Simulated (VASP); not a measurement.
# CaMg7O8 (Cm) in VASP: a series of runs

Aim: see how the results for CaMg7O8 move with the level of theory and the settings. Levels: r2SCAN, PBEsol. Tasks: single point.

Everything below comes from runs of VASP 6.6.1. Logs are shortened: lines on timing, memory, paths and dates and some standing lists are left out, and cuts for length are marked.

### 1 The cell of the first run

It takes space group Cm (No. 8, monoclinic). Conventional cell: a = 12.157 Å, b = 12.157 Å, c = 8.597 Å, α = 90.00°, β = 90.00°, γ = 90.00°. O (site symmetry 1) has 6 Mg at 2.12 to 2.16 Å within 2.8 Å. Within 2.7 Å of O (site symmetry 1) lie 5 Mg at 2.03 to 2.20 Å and 1 Ca at 2.23 Å. O (site symmetry m) has 6 Mg at 2.14 to 2.15 Å within 2.8 Å. O (site symmetry m) has 6 Mg at 2.11 to 2.16 Å within 2.8 Å. Within 2.8 Å of O (site symmetry m) lie 6 Mg at 2.09 to 2.17 Å. Within 2.7 Å of O (site symmetry m) lie 4 Mg at 2.06 to 2.21 Å and 2 Ca at 2.28 Å. Within 2.7 Å of O (site symmetry m) lie 6 Mg at 2.07 to 2.15 Å. O (site symmetry m) has 4 Mg at 2.05 to 2.27 Å and 2 Ca at 2.25 Å within 2.7 Å.

### 2 Single point, r2SCAN

Input file POSCAR:

```
CaMg7O8
1.0
    8.5965470000      0.0000000000      0.0000000000
    0.0000000000      8.5965470000      0.0000000000
    0.0000000000      0.0000000000      8.5965470000
O Mg Ca
32 28 4
Direct
    0.2523710000      0.9988430000      0.9995760000
    0.2617100000      0.9972200000      0.4993620000
    0.2508970000      0.5001870000      0.9998530000
    0.2525180000      0.5018100000      0.4998970000
    0.7477870000      0.9970790000      0.9993440000
    0.7378190000      0.9871120000      0.4989550000
    0.7495500000      0.5016630000      0.9995740000
    0.7479310000      0.5110030000      0.4993690000
    0.0025900000      0.2518820000      0.9956010000
    0.0124270000      0.2617200000      0.5052660000
    0.0009030000      0.7473810000      0.9883160000
    0.0028550000      0.7377590000      0.5126360000
    0.4980890000      0.2501980000      0.9883160000
    0.4884680000      0.2521440000      0.5126370000
    0.4994900000      0.7487810000      0.9953640000
    0.4980590000      0.7473520000      0.5044310000
    0.9998710000      0.0100890000      0.2370130000
    0.9999230000      0.0009890000      0.7609730000
    0.0000130000      0.4895110000      0.2477180000
    0.0001520000      0.4981210000      0.7521930000
    0.5002220000      0.9889800000      0.2469760000
    0.5001820000      0.9979060000      0.7515930000
    0.5002970000      0.5096100000      0.2491770000
    0.5002610000      0.5010480000      0.7505130000
    0.2402190000      0.2493030000      0.2477200000
    0.2488280000      0.2494390000      0.7521920000
    0.2603190000      0.7495870000      0.2491730000
    0.2517560000      0.7495540000      0.7505150000
    0.7607940000      0.2491730000      0.2370120000
    0.7516970000      0.2492170000      0.7609720000
    0.7396890000      0.7495110000      0.2469800000
    0.7486160000      0.7494750000      0.7515920000
    0.0007060000      0.0019150000      0.9972070000
    0.0006930000      0.4976180000      0.9966910000
    0.0037950000      0.4997650000      0.5037040000
    0.4996400000      0.9963390000      0.9963870000
    0.4980620000      0.9928380000      0.5034650000
    0.4997470000      0.5023020000      0.9965300000
    0.4974690000      0.5048600000      0.5033610000
    0.2483270000      0.2499910000      0.9966890000
    0.2504730000      0.2530900000      0.5037030000
    0.2530040000      0.7490330000      0.9965260000
    0.2555700000      0.7467620000      0.5033660000
    0.7526210000      0.2499940000      0.9972070000
    0.7470540000      0.7489340000      0.9963880000
    0.7435400000      0.7473560000      0.5034560000
    0.2535820000      0.9989240000      0.2461070000
    0.2531000000      0.9992130000      0.7531640000
    0.2505220000      0.4998150000      0.2491810000
    0.2506090000      0.4999020000      0.7508380000
    0.7464910000      0.9957810000      0.2426130000
    0.7472850000      0.9965770000      0.7560180000
    0.7496290000      0.5028720000      0.2461070000
    0.7499160000      0.5023920000      0.7531590000
    0.0024160000      0.2517080000      0.2418370000
    0.0031340000      0.2524290000      0.7551070000
    0.0006280000      0.7464100000      0.7521370000
    0.4971190000      0.2499260000      0.7521390000
    0.4997110000      0.7490060000      0.2486250000
    0.4996380000      0.7489280000      0.7507210000
    0.0021720000      0.9997040000      0.5014930000
    0.7504110000      0.2514620000      0.5014900000
    0.0002490000      0.7477080000      0.2480960000
    0.4984150000      0.2495370000      0.2480930000
```

Input file INCAR.step1:

```
SYSTEM = CaMg7O8
PREC = Accurate ; ENCUT = 520
ISMEAR = -1 ; SIGMA = 0.05
LREAL = Auto ; LASPH = .True.
NELM = 60 ; NBANDS = 182
GGA = PE ; ALGO = Normal
EDIFF = 1E-4 ; LWAVE = .True.
LCHARG = .False.
```

Input file INCAR.step2:

```
SYSTEM = CaMg7O8
PREC = Accurate ; ENCUT = 520
EDIFF = 1E-6 ; ISMEAR = -1
SIGMA = 0.05 ; LREAL = Auto
LASPH = .True. ; NELM = 60
ALGO = Normal ; ISIF = 2
LWAVE = .False. ; LCHARG = .False.
METAGGA = R2SCAN ; LMIXTAU = .True.
NBANDS = 182 ; ISTART = 1
```

Input file KPOINTS:

```
regular mesh
0
Gamma
  1 1 1
  0 0 0
```

Potentials or basis: VASP PAW PBE potentials, release 64 (O, Mg, Ca_sv).

Started as:

```bash
$ cat potpaw_PBE.64/O/POTCAR potpaw_PBE.64/Mg/POTCAR potpaw_PBE.64/Ca_sv/POTCAR > POTCAR
$ cp INCAR.step1 INCAR
$ mpirun -np 1 vasp_gam > vasp.out
$ cp INCAR.step2 INCAR
$ mpirun -np 1 vasp_gam > vasp.out
```

OUTCAR:

```text
SYSTEM = CaMg7O8
   PREC = Accurate
   ENCUT = 520
   EDIFF = 1E-6
   ISMEAR = -1
   LREAL = Auto
   LASPH = .True.
   NELM = 60
   ISIF = 2
   METAGGA = R2SCAN
   ISTART = 1

 ion  position               nearest neighbor table
   1  0.252  0.999  1.000-  48 2.12  47 2.12  36 2.13  42 2.15  40 2.16  33 2.16
   2  0.262  0.997  0.499-  37 2.03  43 2.15  47 2.18  48 2.18  41 2.20  61 2.23
   3  0.251  0.500  1.000-  42 2.14  38 2.14  50 2.14  49 2.14  40 2.15  34 2.15
   4  0.253  0.502  0.500-  39 2.11  43 2.11  41 2.14  35 2.14  49 2.16  50 2.16
   5  0.748  0.997  0.999-  51 2.09  52 2.09  45 2.13  36 2.13  44 2.17  33 2.17
   6  0.738  0.987  0.499-  46 2.06  37 2.06  51 2.21  52 2.21  62 2.28  61 2.28
[... 76 lines left out ...]
  58  0.497  0.250  0.752-  13 2.03  14 2.06  26 2.13  24 2.16  22 2.17  30 2.19  40 3.00  48 3.01
                            41 3.01  50 3.02  38 3.02  36 3.03  44 3.04  52 3.06  39 3.06  62 3.06
  59  0.500  0.749  0.249-  27 2.06  23 2.06  21 2.06  31 2.06  15 2.18  16 2.20  51 3.00  47 3.02
                            53 3.02  49 3.03  46 3.03  37 3.03  38 3.03  42 3.03  39 3.03  43 3.03
  60  0.500  0.749  0.751-  15 2.10  16 2.12  24 2.13  28 2.13  22 2.14  32 2.14  37 2.99  46 2.99
                            43 2.99  39 2.99  38 2.99  42 2.99  36 3.00  45 3.00  52 3.01  54 3.02
  61  0.002  1.000  0.501-  18 2.23   2 2.23  12 2.25  10 2.25   6 2.28  17 2.28  41 3.05  48 3.06
                            62 3.06  57 3.06  63 3.07  56 3.08  43 3.08  47 3.08  52 3.10  46 3.11
  62  0.750  0.251  0.501-  30 2.23   8 2.23  14 2.25  10 2.25   6 2.28  29 2.28  35 3.05  54 3.06
                            61 3.06  58 3.06  64 3.07  56 3.08  39 3.08  53 3.08  52 3.10  37 3.11
  63  0.000  0.748  0.248-  19 2.22  11 2.23  27 2.24  31 2.24  17 2.26  12 2.28  53 3.01  49 3.03
                            34 3.05  51 3.05  35 3.06  42 3.07  47 3.07  45 3.07  33 3.07  61 3.07
  64  0.498  0.250  0.248-  25 2.22  13 2.23  23 2.24  21 2.24  29 2.26  14 2.28  47 3.01  49 3.03
                            40 3.05  51 3.05  41 3.06  38 3.07  53 3.07  36 3.07  44 3.07  62 3.07

  LATTYP: Found a simple cubic cell.
 ALAT       =     8.5965470000

  Lattice vectors:

 A1 = (   8.5965470000,   0.0000000000,   0.0000000000)
 A2 = (   0.0000000000,   8.5965470000,   0.0000000000)
 A3 = (   0.0000000000,   0.0000000000,   8.5965470000)

Analysis of symmetry for initial positions (statically):
=====================================================================
 Subroutine PRICEL returns:
 Original cell was already a primitive cell.

 Routine SETGRP: Setting up the symmetry group for a
 simple cubic supercell.

 Subroutine GETGRP returns: Found  1 space group operations
 (whereof  1 operations were pure point group operations)
 out of a pool of 48 trial point group operations.

The static configuration has the point symmetry C_1 .

Analysis of symmetry for dynamics (positions and initial velocities):
=====================================================================
 Subroutine PRICEL returns:
 Original cell was already a primitive cell.

 Routine SETGRP: Setting up the symmetry group for a
 simple cubic supercell.

 Subroutine GETGRP returns: Found  1 space group operations
 (whereof  1 operations were pure point group operations)
 out of a pool of 48 trial point group operations.

The dynamic configuration has the point symmetry C_1 .

 Subroutine INISYM returns: Found  1 space group operations
 (whereof  1 operations are pure point group operations),
 and found     1 'primitive' translations

----------------------------------------------------------------------------------------

                                     Primitive cell

  volume of cell :     635.2902

  direct lattice vectors                    reciprocal lattice vectors
     8.596547000  0.000000000  0.000000000     0.116325776  0.000000000  0.000000000
     0.000000000  8.596547000  0.000000000     0.000000000  0.116325776  0.000000000
     0.000000000  0.000000000  8.596547000     0.000000000  0.000000000  0.116325776

[... 147 lines left out ...]
     0.116325776  0.000000000  0.000000000     1.000000000  0.000000000  0.000000000
     0.000000000  0.116325776  0.000000000     0.000000000  1.000000000  0.000000000
     0.000000000  0.000000000  0.116325776     0.000000000  0.000000000  1.000000000

  Length of vectors
     0.116325776  0.116325776  0.116325776

  Shift w.r.t. Gamma in fractional coordinates (k-lattice)
     0.000000000  0.000000000  0.000000000

 Subroutine IBZKPT returns following result:
 ===========================================

 Found      1 irreducible k-points:

 Following reciprocal coordinates:
            Coordinates               Weight
  0.000000  0.000000  0.000000      1.000000
   k-points           NKPTS =      1   k-points in BZ     NKDIM =      1   number of bands    NBANDS=    182
   number of dos      NEDOS =    301   number of ions     NIONS =     64
   total plane-waves  NPLWV = 262144
   dimension x,y,z NGX =    64 NGY =   64 NGZ =   64
   dimension x,y,z NGXF=   128 NGYF=  128 NGZF=  128
   ions per type =              32  28   4
   NGX,Y,Z   is equivalent  to a cutoff of  12.38, 12.38, 12.38 a.u.
   NGXF,Y,Z  is equivalent  to a cutoff of  24.75, 24.75, 24.75 a.u.
 SYSTEM =  CaMg7O8
   PREC   = accura    normal or accurate (medium, high low for compatibility)
   ISTART =      1    job   : 0-new  1-cont  2-samecut
   ICHARG =      0    charge: 1-file 2-atom 10-const
   ISPIN  =      1    spin polarized calculation?
   LNONCOLLINEAR =      F non collinear calculations
   LSORBIT =      F    spin-orbit coupling
   LASPH  =      T    aspherical Exc in radial PAW
   ENCUT  =  520.0 eV  38.22 Ry    6.18 a.u.  15.98 15.98 15.98*2*pi/ulx,y,z
   NELM   =     60;   NELMIN=  2; NELMDL=  0     # of ELM steps
   EDIFF  = 0.1E-05   stopping-criterion for ELM
   LREAL  =      T    real-space projection
   EDIFFG = 0.1E-04   stopping-criterion for IOM
   NSW    =      0    number of steps for IOM
   IBRION =     -1    ionic relax: 0-MD 1-quasi-New 2-CG
   NFREE  =      0    steps in history (QN), initial steepest desc. (CG)
   ISIF   =      2    stress and relaxation
   ISYM   =      2    0-nonsym 1-usesym 2-fastsym
   POTIM  = 0.5000    time-step for ionic-motion
   TEBEG  =    0.0;   TEEND  =   0.0 temperature during run
   PSTRESS=    0.0 pullay stress
   NELECT =     288.0000    total number of electrons
   NUPDOWN=      -1.0000    fix difference up-down
   EMIN   =  10.00;   EMAX   =-10.00  energy-range for DOS
   EFERMI =   0.00;   METHOD = LEGACY
   ISMEAR =    -1;   SIGMA  =   0.05  broadening in eV -4-tet -1-fermi 0-gaus
   EFERMI_NEDOS =   21; number of points for ismear=-14 and -15
   IALGO  =     38    algorithm
   IMIX   =      4    mixing-type and parameters
     AMIX     =   0.40;   BMIX     =  1.00
     AMIX_MAG =   1.60;   BMIX_MAG =  1.00
  volume/ion in A,a.u.               =       9.93        66.99
  Fermi-wavevector in a.u.,A,eV,Ry     =   1.257617  2.376551 21.518970  1.581600
  Thomas-Fermi vector in A             =   2.391267
   LORBIT       =      0    0 simple, 1 ext, 2 COOP (PROOUT), +10 PAW based schemes
   METAGGA = R2SCAN    functional components
   LHFCALC =     F    Hartree Fock is set to
   AEXX    =    0.0000 exact exchange contribution
   IVDW    =     0    specifies the selected vdW correction
   LEPSILON=     F    determine dielectric tensor
   LRPA    =     F    only Hartree local field effects (RPA)
 non-spin polarized calculation
  energy-cutoff  :      520.00
  volume of cell :      635.29
 maximum number of plane-waves:      8536
 NGX is ok and might be reduce to    64
   NGX = 31   NGY = 31   NGZ = 31

 number of electron     287.9999973 magnetization

 Free energy of the ion-electron system (eV)
  ---------------------------------------------------
  ext. energy  EPLUGINS =         0.00000000
  ---------------------------------------------------
  free energy    TOTEN  =      -525.98288659 eV

  energy without entropy =     -525.98288659  energy(sigma->0) =     -525.98288659

 E-fermi :   4.0345     XC(G=0): -11.4991

 val. band max:        2.6429181196   @ k =   0.0000   0.0000   0.0000
 cond. band min:       7.9548248301   @ k =   0.0000   0.0000   0.0000
 fundamental gap:      5.3119067105
 Fermi energy:         4.0345464327

 k-point     1 :       0.0000    0.0000    0.0000
  band No.  band energies     occupation
      1     -35.5889      2.00000
      2     -35.5356      2.00000
      3     -35.4120      2.00000
      4     -35.4101      2.00000
      5     -16.8184      2.00000
      6     -16.6863      2.00000
[... 148 lines left out ...]
    155      11.0036      0.00000
    156      11.0371      0.00000
 [bands above 156 left out]

------------------------ aborting loop because EDIFF is reached ----------------------------------------

  FORCE on cell =-STRESS in cart. coord.  units (eV):
  Direction    XX          YY          ZZ          XY          YZ          ZX
  --------------------------------------------------------------------------------------
  -------------------------------------------------------------------------------------
  Total       -3.8907503     -3.8858915     -3.8651803      0.3432766     -0.0798385     -0.0837932
  in kB       -9.8123226     -9.8000689     -9.7478361      0.8657303     -0.2013497     -0.2113231
  external PRESSURE =      -9.7867425 kB  Pullay stress =       0.0000000 kB

 VOLUME and BASIS-vectors are now :
 -----------------------------------------------------------------------------
  energy-cutoff  :      520.00
  volume of cell :      635.29
      direct lattice vectors                 reciprocal lattice vectors
     8.596547000  0.000000000  0.000000000     0.116325776  0.000000000  0.000000000
     0.000000000  8.596547000  0.000000000     0.000000000  0.116325776  0.000000000
     0.000000000  0.000000000  8.596547000     0.000000000  0.000000000  0.116325776

 POSITION                                       TOTAL-FORCE (eV/Angst)
 -----------------------------------------------------------------------------------
      2.16952      8.58660      8.59290        -0.007323     -0.001043      0.009769
      2.24980      8.57265      4.29279         0.185209     -0.007486     -0.004069
      2.15685      4.29988      8.59528        -0.004382      0.003542      0.006448
      2.17078      4.31383      4.29739        -0.006944     -0.008367     -0.002696
      6.42839      8.57144      8.59091         0.001767      0.001952      0.005511
      6.34270      8.48575      4.28929        -0.174793     -0.172683     -0.013048
[... 56 lines left out ...]
      0.00214      6.42771      2.13277        -0.007837      0.019174      0.032483
      4.28465      2.14516      2.13274         0.018301     -0.007509      0.032562
 -----------------------------------------------------------------------------------
    total drift:                               -0.051113     -0.035728     -0.072449

  FREE ENERGIE OF THE ION-ELECTRON SYSTEM (eV)
  ---------------------------------------------------
  free  energy   TOTEN  =      -525.9828865918 eV

  energy  without entropy=     -525.9828865918  energy(sigma->0) =     -525.98288659
```

Wall time 9.3 min (1 thread of AMD EPYC 7R43 (Zen 3), shared host); peak memory 0.6 GiB.

What came out:

```
Free energy            : -525.9829 eV
Pressure               : -1.0 GPa
Largest force          : 0.259 eV/Å
Band gap on the k mesh : 5.31 eV
```

Forces on the atoms (eV/Å):
```
O   -0.007 -0.001  0.010
O    0.185 -0.007 -0.004
O   -0.004  0.004  0.006
O   -0.007 -0.008 -0.003
O    0.002  0.002  0.006
O   -0.175 -0.173 -0.013
O   -0.002 -0.007  0.010
O   -0.004  0.186 -0.006
O   -0.007 -0.002  0.005
O    0.181  0.183  0.027
O    0.005 -0.009 -0.182
O    0.009 -0.178  0.171
O   -0.004  0.002 -0.184
O   -0.181  0.013  0.172
O   -0.004  0.001  0.006
O    0.001  0.004  0.003
O   -0.008  0.179 -0.163
O   -0.002  0.004  0.184
O   -0.001 -0.193 -0.003
O   -0.001  0.016 -0.009
O    0.006 -0.177 -0.007
O    0.003  0.011 -0.010
O    0.005  0.182  0.000
O    0.002 -0.014  0.001
O   -0.190 -0.004 -0.003
O    0.011  0.002 -0.010
O    0.184  0.005  0.001
O   -0.014  0.007  0.001
O    0.182 -0.012 -0.165
O    0.008 -0.007  0.182
O   -0.176  0.007 -0.007
O    0.011  0.008 -0.010
Mg   0.000  0.014 -0.014
Mg  -0.001 -0.027 -0.028
Mg   0.016 -0.001  0.018
Mg  -0.003 -0.022 -0.021
Mg  -0.013 -0.035  0.017
Mg   0.001  0.025 -0.025
Mg  -0.026  0.039  0.022
Mg  -0.027  0.001 -0.027
Mg  -0.003  0.014  0.017
Mg   0.027 -0.001 -0.024
Mg   0.035 -0.025  0.021
Mg   0.015  0.004 -0.013
Mg  -0.021 -0.009 -0.022
Mg  -0.034 -0.013  0.017
Mg   0.025 -0.004 -0.022
Mg   0.023  0.001  0.025
Mg   0.003  0.000 -0.003
Mg   0.002 -0.001  0.005
Mg  -0.023 -0.021 -0.030
Mg  -0.020 -0.021  0.041
Mg  -0.003  0.025 -0.022
Mg   0.002  0.022  0.024
Mg   0.018  0.016 -0.046
Mg   0.027  0.026  0.036
Mg  -0.001 -0.020  0.013
Mg  -0.017  0.002  0.013
Mg   0.000 -0.002  0.002
Mg  -0.002 -0.009  0.010
Ca  -0.024  0.008 -0.027
Ca   0.006 -0.021 -0.027
Ca  -0.008  0.019  0.032
Ca   0.018 -0.008  0.033
```

Stress tensor (GPa, compression positive):
```
-0.98  0.09 -0.02
 0.09 -0.98 -0.02
-0.02 -0.02 -0.97
```

Caveat: the k points lie up to 0.73 Å⁻¹ apart; the PAW data sets were made with another functional, which shifts forces and pressure a little; an odd mesh through Γ misses points on the zone boundary, where band edges can lie.

(Part 1 of 2 ends here.)
